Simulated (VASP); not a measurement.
# Cu (I4/mmm) in VASP: a series of runs, part 2 of 2

VASP 6.6.1.

### Step 3. Single point, PBE

This run uses another cell than the first one, of 13.45 Å³/atom, 1.016 times its volume.

INCAR reads:

```
ALGO = Fast
EDIFF = 1E-7
ENCUT = 520
GGA = PE
ISIF = 2
ISMEAR = 0
LASPH = T
LCHARG = F
LREAL = F
LWAVE = F
NBANDS = 12
NELM = 100
PREC = Accurate
SIGMA = 0.15
```

KPOINTS reads:

```
k-points
0
Gamma
  22 22 22
```

POSCAR reads:

```
Cu
1.0
   -1.5223500000      1.5223500000      1.4511000000
    1.5223500000     -1.5223500000      1.4511000000
    1.5223500000      1.5223500000     -1.4511000000
Cu
1
Direct
    0.0000000000      0.0000000000      0.0000000000
```

Potentials or basis: VASP PAW PBE potentials, release 64 (Cu).

Command:

```console
$ cat potpaw_PBE.64/Cu/POTCAR > POTCAR
$ mpirun -np 1 vasp_std > vasp.out
```

OUTCAR:

```text
EDIFF = 1E-7
   ENCUT = 520
   GGA = PE
   ISIF = 2
   ISMEAR = 0
   LASPH = T
   LREAL = F
   NELM = 100
   PREC = Accurate

 ion  position               nearest neighbor table
   1  0.000  0.000  0.000-

  LATTYP: Found a body centered tetragonal cell.
 ALAT       =     3.0447000000
 C/A-ratio  =     0.9531973593

  Lattice vectors:

 A1 = (  -1.5223500000,   1.5223500000,   1.4511000000)
 A2 = (   1.5223500000,  -1.5223500000,   1.4511000000)
 A3 = (   1.5223500000,   1.5223500000,  -1.4511000000)

Analysis of symmetry for initial positions (statically):
=====================================================================
 Subroutine PRICEL returns:
 Original cell was already a primitive cell.

 Routine SETGRP: Setting up the symmetry group for a
 body centered tetragonal supercell.

 Subroutine GETGRP returns: Found 16 space group operations
 (whereof 16 operations were pure point group operations)
 out of a pool of 16 trial point group operations.

The static configuration has the point symmetry D_4h.

Analysis of symmetry for dynamics (positions and initial velocities):
=====================================================================
[... 162 lines left out ...]
 Fermi energy:         6.0824172370

 k-point     1 :       0.0000    0.0000    0.0000
  band No.  band energies     occupation
      1      -2.3208      2.00000
      2       3.2603      2.00000
      3       3.4144      2.00000
      4       3.4144      2.00000
      5       4.1017      2.00000
      6       4.2645      2.00000
      7      29.3069      0.00000
      8      29.3069      0.00000
      9      30.5725      0.00000
     10      31.5925      0.00000
     11      31.5931      0.00000
     12      32.5422      0.00000
[... 331 lines left out ...]
 k-point    24 :      -0.4545    0.0455    0.0000
  band No.  band energies     occupation
      1       1.7139      2.00000
      2       2.7548      2.00000
      3       4.1672      2.00000
      4       4.2242      2.00000
      5       4.5615      2.00000
      6       5.3303      2.00000
      7      11.2599      0.00000
      8      21.1889      0.00000
      9      22.1647      0.00000
     10      26.1833      0.00000
     11      28.4408      0.00000
     12      37.7124      0.00000

 [... further k-points ...]
[... 5 lines left out ...]
  --------------------------------------------------------------------------------------
  -------------------------------------------------------------------------------------
  Total       -0.9337197     -0.9337197     -0.9827027      0.0000000      0.0000000      0.0000000
  in kB     -111.2092052   -111.2092052   -117.0432462      0.0000000      0.0000000      0.0000000
  external PRESSURE =    -113.1538855 kB  Pullay stress =       0.0000000 kB

 VOLUME and BASIS-vectors are now :
 -----------------------------------------------------------------------------
  energy-cutoff  :      520.00
  volume of cell :       13.45
      direct lattice vectors                 reciprocal lattice vectors
    -1.522350000  1.522350000  1.451100000     0.000000000  0.328439584  0.344566191
     1.522350000 -1.522350000  1.451100000     0.328439584  0.000000000  0.344566191
     1.522350000  1.522350000 -1.451100000     0.328439584  0.328439584  0.000000000

 POSITION                                       TOTAL-FORCE (eV/Angst)
 -----------------------------------------------------------------------------------
      0.00000      0.00000      0.00000        -0.000000     -0.000000      0.000000
 -----------------------------------------------------------------------------------
    total drift:                                0.000000     -0.000000      0.000000

  FREE ENERGIE OF THE ION-ELECTRON SYSTEM (eV)
  ---------------------------------------------------
  free  energy   TOTEN  =        -3.6393949305 eV

  energy  without entropy=       -3.6345299215  energy(sigma->0) =       -3.63696243
```

stdout:

```text
POSCAR found type information on POSCAR Cu
 POSCAR found :  1 types and       1 ions
 scaLAPACK will be used
 LDA part: xc-table for (Slater+PW92), standard interpolation
 POSCAR, INCAR and KPOINTS ok, starting setup
 FFT: planning ... GRIDC
 FFT: planning ... GRID_SOFT
 FFT: planning ... GRID
 WAVECAR not read
 entering main loop
WARNING in EDDRMM: call to ZHEGV failed, returncode =   6  3     10
WARNING in EDDRMM: call to ZHEGV failed, returncode =   6  3     11
WARNING in EDDRMM: call to ZHEGV failed, returncode =   6  3      9
WARNING in EDDRMM: call to ZHEGV failed, returncode =   6  3      9
WARNING in EDDRMM: call to ZHEGV failed, returncode =   6  3      9
```

Run time: 3.8 min. Hardware: 1 thread of Intel Xeon 8259CL, shared host; peak memory 0.24 GiB.

Results:

- Free energy: -3.6394 eV
- Pressure: -11.3 GPa

### Step 4. Single point, PBE

This run uses another cell than the first one, of 13.89 Å³/atom, 1.049 times its volume.

INCAR reads:

```
PREC = Accurate
ENCUT = 520
EDIFF = 1E-6
ISMEAR = 0
SIGMA = 0.15
LREAL = F
LASPH = T
NELM = 100
ALGO = Normal
ISIF = 2
LWAVE = F
LCHARG = T
GGA = PE
LELF = T
LVHAR = T
NBANDS = 12
```

KPOINTS reads:

```
Automatic mesh
0
Gamma
  22 22 22
```

POSCAR reads:

```
Cu
1.0
   -1.5469500000      1.5469500000      1.4511000000
    1.5469500000     -1.5469500000      1.4511000000
    1.5469500000      1.5469500000     -1.4511000000
Cu
1
Direct
    0.0000000000      0.0000000000      0.0000000000
```

Command:

```console
$ cat potpaw_PBE.64/Cu/POTCAR > POTCAR
$ mpirun -np 1 vasp_std > vasp.out
```

Run time: 2.9 min. Hardware: 1 thread of Intel Xeon 8259CL, shared host; peak memory 0.24 GiB.

Results (log left out):

```yaml
Free_energy: -3.6063 eV
Pressure: -13.2 GPa
```

Stress tensor (GPa, compression positive):
```
-13.00   0.00   0.00
  0.00 -13.00   0.00
  0.00   0.00 -13.50
```

Levels at points of the mesh, in eV from the Fermi level:
| k point | band 4 | band 5 | band 6 | band 7 | band 8 | band 9 |
| --- | --- | --- | --- | --- | --- | --- |
| (0.00, 0.00, 0.00) | -2.57 | -1.97 | -1.76 | 22.60 | 22.60 | 24.41 |
| (0.50, 0.00, 0.00) | -1.68 | -1.28 | -0.05 | 3.76 | 15.14 | 15.65 |
| (0.50, 0.50, 0.00) | -1.82 | -1.31 | -0.47 | 3.13 | 16.78 | 17.26 |
| (0.50, 0.50, 0.50) | -1.43 | -1.38 | 6.82 | 6.82 | 9.00 | 11.88 |

### Step 5. Overview

```csv
cell,gap on the mesh (eV),pressure (GPa)
"a = 2.583 Å, angles 107.8, 107.8, 112.9°, 1 atom",none,-9.8
"a = 2.596 Å, angles 108.2, 108.2, 112.0°, 1 atom",none,-11.3
"a = 2.625 Å, angles 107.8, 107.8, 112.9°, 1 atom",none,-13.2
```

Alike in all rows: task single point; level PBE; potentials or basis VASP PAW PBE potentials, release 64 (Cu); no spin polarisation; k mesh 22 × 22 × 22; cutoff (eV) 520; smearing gaussian 0.15 eV.

Total energies depend on the potentials used, so only differences within one code and one set of settings carry meaning.
